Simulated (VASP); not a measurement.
# Y (Pm-3m) in VASP: further runs

The runs below take Y through single point, relaxation of cell and atoms, with PBE.

Program: VASP 6.6.1. These are calculated values, not measurements. Logs are shortened: lines on timing, memory, paths and dates and some standing lists are left out, and cuts for length are marked.

### Step 1. The cell of the first run

Symmetry: Pm-3m, No. 221, cubic system. Conventional cell: a = 3.254 Å, b = 3.254 Å, c = 3.254 Å, α = 90.00°, β = 90.00°, γ = 90.00°. Within 4.3 Å of Y (site symmetry m-3m) lie 6 Y at 3.25 Å.

### Step 2. Single point, PBE

File INCAR:

```
ALGO = Normal
EDIFF = 1E-6
ENCUT = 520
GGA = PE
ISIF = 2
ISMEAR = 1
LASPH = True
LCHARG = True
LELF = True
LREAL = False
LVHAR = True
LWAVE = False
NBANDS = 12
NELM = 60
PREC = Accurate
SIGMA = 0.1
```

File KPOINTS:

```
k-points
0
Gamma
  6 6 6
```

File POSCAR:

```
Y
1.0
    3.2540286375      0.0000000000      0.0000000000
    0.0000000000      3.2540286375      0.0000000000
    0.0000000000      0.0000000000      3.2540286375
Y
1
Direct
    0.0000000000      0.0000000000      0.0000000000
```

Potentials or basis: VASP PAW PBE potentials, release 64 (Y_sv).

The run is started by

```sh
cat potpaw_PBE.64/Y_sv/POTCAR > POTCAR
mpirun -np 1 vasp_std > vasp.out
```

OUTCAR:

```text
EDIFF = 1E-6
   ENCUT = 520
   GGA = PE
   ISIF = 2
   ISMEAR = 1
   LASPH = True
   LREAL = False
   NELM = 60
   PREC = Accurate

 ion  position               nearest neighbor table
   1  0.000  0.000  0.000-

  LATTYP: Found a simple cubic cell.
 ALAT       =     3.2540286375

  Lattice vectors:

 A1 = (   3.2540286375,   0.0000000000,   0.0000000000)
 A2 = (   0.0000000000,   3.2540286375,   0.0000000000)
 A3 = (   0.0000000000,   0.0000000000,   3.2540286375)

Analysis of symmetry for initial positions (statically):
=====================================================================
 Subroutine PRICEL returns:
 Original cell was already a primitive cell.

 Routine SETGRP: Setting up the symmetry group for a
 simple cubic supercell.

 Subroutine GETGRP returns: Found 48 space group operations
 (whereof 48 operations were pure point group operations)
 out of a pool of 48 trial point group operations.

The static configuration has the point symmetry O_h .

Analysis of symmetry for dynamics (positions and initial velocities):
=====================================================================
 Subroutine PRICEL returns:
 Original cell was already a primitive cell.

 Routine SETGRP: Setting up the symmetry group for a
 simple cubic supercell.

 Subroutine GETGRP returns: Found 48 space group operations
 (whereof 48 operations were pure point group operations)
 out of a pool of 48 trial point group operations.

The dynamic configuration has the point symmetry O_h .

 Subroutine INISYM returns: Found 48 space group operations
 (whereof 48 operations are pure point group operations),
 and found     1 'primitive' translations

----------------------------------------------------------------------------------------

                                     Primitive cell

  volume of cell :      34.4559

  direct lattice vectors                    reciprocal lattice vectors
     3.254028637  0.000000000  0.000000000     0.307311370  0.000000000  0.000000000
     0.000000000  3.254028637  0.000000000     0.000000000  0.307311370  0.000000000
     0.000000000  0.000000000  3.254028637     0.000000000  0.000000000  0.307311370

  length of vectors
     3.254028637  3.254028637  3.254028637     0.307311370  0.307311370  0.307311370

  position of ions in fractional coordinates (direct lattice)
     0.000000000  0.000000000  0.000000000

  ion indices of the primitive-cell ions
   primitive index   ion index
                 1           1

----------------------------------------------------------------------------------------

 KPOINTS: k-points

Automatic generation of k-mesh.
 Grid dimensions read from file:
 generate k-points for:    6    6    6

 Generating k-lattice:

  Cartesian coordinates                     Fractional coordinates (reciprocal lattice)
     0.051218562  0.000000000  0.000000000     0.166666667  0.000000000  0.000000000
     0.000000000  0.051218562  0.000000000     0.000000000  0.166666667  0.000000000
     0.000000000  0.000000000  0.051218562     0.000000000  0.000000000  0.166666667

  Length of vectors
     0.051218562  0.051218562  0.051218562

  Shift w.r.t. Gamma in fractional coordinates (k-lattice)
     0.000000000  0.000000000  0.000000000

 Subroutine IBZKPT returns following result:
 ===========================================

 Found     20 irreducible k-points:

 Following reciprocal coordinates:
            Coordinates               Weight
  0.000000  0.000000  0.000000      1.000000
  0.166667  0.000000  0.000000      6.000000
  0.333333  0.000000  0.000000      6.000000
  0.500000  0.000000  0.000000      3.000000
  0.166667  0.166667  0.000000     12.000000
  0.333333  0.166667  0.000000     24.000000
[... 12 lines left out ...]
  0.500000  0.500000  0.333333      6.000000
  0.500000  0.500000  0.500000      1.000000
   k-points           NKPTS =     20   k-points in BZ     NKDIM =     20   number of bands    NBANDS=     12
   number of dos      NEDOS =    301   number of ions     NIONS =      1
   total plane-waves  NPLWV =  13824
   dimension x,y,z NGX =    24 NGY =   24 NGZ =   24
   dimension x,y,z NGXF=    48 NGYF=   48 NGZF=   48
   ions per type =               1
   NGX,Y,Z   is equivalent  to a cutoff of  12.26, 12.26, 12.26 a.u.
   NGXF,Y,Z  is equivalent  to a cutoff of  24.52, 24.52, 24.52 a.u.
 SYSTEM =  unknown system
   PREC   = accura    normal or accurate (medium, high low for compatibility)
   ISTART =      0    job   : 0-new  1-cont  2-samecut
   ICHARG =      2    charge: 1-file 2-atom 10-const
   ISPIN  =      1    spin polarized calculation?
   LNONCOLLINEAR =      F non collinear calculations
   LSORBIT =      F    spin-orbit coupling
   LASPH  =      T    aspherical Exc in radial PAW
   ENCUT  =  520.0 eV  38.22 Ry    6.18 a.u.   6.05  6.05  6.05*2*pi/ulx,y,z
   NELM   =     60;   NELMIN=  2; NELMDL= -5     # of ELM steps
   EDIFF  = 0.1E-05   stopping-criterion for ELM
   LREAL  =      F    real-space projection
   EDIFFG = 0.1E-04   stopping-criterion for IOM
   NSW    =      0    number of steps for IOM
   IBRION =     -1    ionic relax: 0-MD 1-quasi-New 2-CG
   NFREE  =      0    steps in history (QN), initial steepest desc. (CG)
   ISIF   =      2    stress and relaxation
   ISYM   =      2    0-nonsym 1-usesym 2-fastsym
   POTIM  = 0.5000    time-step for ionic-motion
   TEBEG  =    0.0;   TEEND  =   0.0 temperature during run
   PSTRESS=    0.0 pullay stress
   NELECT =      11.0000    total number of electrons
   NUPDOWN=      -1.0000    fix difference up-down
   EMIN   =  10.00;   EMAX   =-10.00  energy-range for DOS
   EFERMI =   0.00;   METHOD = LEGACY
   ISMEAR =     1;   SIGMA  =   0.10  broadening in eV -4-tet -1-fermi 0-gaus
   EFERMI_NEDOS =   21; number of points for ismear=-14 and -15
   IALGO  =     38    algorithm
   IMIX   =      4    mixing-type and parameters
     AMIX     =   0.40;   BMIX     =  1.00
     AMIX_MAG =   1.60;   BMIX_MAG =  1.00
  volume/ion in A,a.u.               =      34.46       232.52
  Fermi-wavevector in a.u.,A,eV,Ry     =   1.118882  2.114381 17.033097  1.251897
  Thomas-Fermi vector in A             =   2.255517
   LORBIT       =      0    0 simple, 1 ext, 2 COOP (PROOUT), +10 PAW based schemes
   GGA     = PE    functional components
   LHFCALC =     F    Hartree Fock is set to
   AEXX    =    0.0000 exact exchange contribution
   IVDW    =     0    specifies the selected vdW correction
   LEPSILON=     F    determine dielectric tensor
   LRPA    =     F    only Hartree local field effects (RPA)
 non-spin polarized calculation
 Methfessel and Paxton  Order N= 1 SIGMA  =   0.10
  energy-cutoff  :      520.00
  volume of cell :       34.46
 maximum number of plane-waves:       952
   NGX = 13   NGY = 13   NGZ = 13

 number of electron      10.9999998 magnetization

 Free energy of the ion-electron system (eV)
  ---------------------------------------------------
  ext. energy  EPLUGINS =         0.00000000
  ---------------------------------------------------
  free energy    TOTEN  =        -5.65480651 eV

  energy without entropy =       -5.65230564  energy(sigma->0) =       -5.65397288

 E-fermi :   2.7768     XC(G=0):  -9.1923

 val. band max:        2.7736298966   @ k =   0.5000   0.3333   0.3333
 cond. band min:       2.8072291904   @ k =   0.3333   0.1667   0.0000
 fundamental gap:      0.0335992938
 Fermi energy:         2.7767556271

 k-point     1 :       0.0000    0.0000    0.0000
  band No.  band energies     occupation
      1     -40.2435      2.00000
      2     -19.8792      2.00000
      3     -19.8792      2.00000
      4     -19.8792      2.00000
      5      -1.7220      2.00000
      6       2.1418      2.00000
      7       2.1418      2.00000
      8       7.9897      0.00000
      9       7.9897      0.00000
     10       7.9897      0.00000
     11      12.9394      0.00000
     12      12.9394      0.00000

 k-point     2 :       0.1667    0.0000    0.0000
  band No.  band energies     occupation
      1     -40.2263      2.00000
      2     -20.0676      2.00000
      3     -19.8632      2.00000
      4     -19.8632      2.00000
      5      -1.2014      2.00000
      6       2.3000      2.00000
      7       2.5780      2.01663
      8       7.1370      0.00000
      9       7.1370      0.00000
     10       8.0520      0.00000
     11      11.0897      0.00000
     12      14.0670      0.00000

 k-point     3 :       0.3333    0.0000    0.0000
  band No.  band energies     occupation
      1     -40.1916      2.00000
      2     -20.4262      2.00000
      3     -19.8309      2.00000
      4     -19.8309      2.00000
      5       0.0298      2.00000
      6       2.6519      2.07075
      7       3.1309     -0.00001
      8       5.9719      0.00000
      9       5.9719      0.00000
     10       8.1810      0.00000
     11       9.7874      0.00000
     12      13.6318      0.00000
[... 226 lines left out ...]
 k-point    19 :       0.5000    0.5000    0.3333
  band No.  band energies     occupation
      1     -40.0584      2.00000
      2     -20.4269      2.00000
      3     -20.4269      2.00000
      4     -20.2476      2.00000
      5       1.7810      2.00000
      6       2.6935      1.99580
      7       2.6935      1.99580
      8       6.5839      0.00000
      9       9.3967      0.00000
     10       9.6406      0.00000
     11       9.9727      0.00000
     12       9.9727      0.00000

 k-point    20 :       0.5000    0.5000    0.5000
  band No.  band energies     occupation
      1     -40.0420      2.00000
      2     -20.4036      2.00000
      3     -20.4036      2.00000
      4     -20.4036      2.00000
      5       2.1796      2.00000
      6       2.1796      2.00000
      7       2.1796      2.00000
      8       8.3531      0.00000
      9       9.6838      0.00000
     10       9.6838      0.00000
     11      10.6052      0.00000
     12      10.6052      0.00000

------------------------ aborting loop because EDIFF is reached ----------------------------------------

  FORCE on cell =-STRESS in cart. coord.  units (eV):
  Direction    XX          YY          ZZ          XY          YZ          ZX
  --------------------------------------------------------------------------------------
  -------------------------------------------------------------------------------------
  Total       -0.0281165     -0.0281165     -0.0281165      0.0000000     -0.0000000      0.0000000
  in kB       -1.3073956     -1.3073956     -1.3073956      0.0000000     -0.0000000      0.0000000
  external PRESSURE =      -1.3073956 kB  Pullay stress =       0.0000000 kB

 VOLUME and BASIS-vectors are now :
 -----------------------------------------------------------------------------
  energy-cutoff  :      520.00
  volume of cell :       34.46
      direct lattice vectors                 reciprocal lattice vectors
     3.254028637  0.000000000  0.000000000     0.307311370  0.000000000  0.000000000
     0.000000000  3.254028637  0.000000000     0.000000000  0.307311370  0.000000000
     0.000000000  0.000000000  3.254028637     0.000000000  0.000000000  0.307311370

 POSITION                                       TOTAL-FORCE (eV/Angst)
 -----------------------------------------------------------------------------------
      0.00000      0.00000      0.00000         0.000000      0.000000      0.000000
 -----------------------------------------------------------------------------------
    total drift:                               -0.000000      0.000000      0.000000

  FREE ENERGIE OF THE ION-ELECTRON SYSTEM (eV)
  ---------------------------------------------------
  free  energy   TOTEN  =        -5.6548065078 eV

  energy  without entropy=       -5.6523056360  energy(sigma->0) =       -5.65397288
```

Run time: 5.6 s. Hardware: 1 thread of Intel Xeon Platinum 8488C (Sapphire Rapids), shared host; peak memory 0.15 GiB.

What came out:

```yaml
Free_energy: -5.6548 eV
Pressure: -0.1 GPa
```

(Part 1 of 2 ends here.)
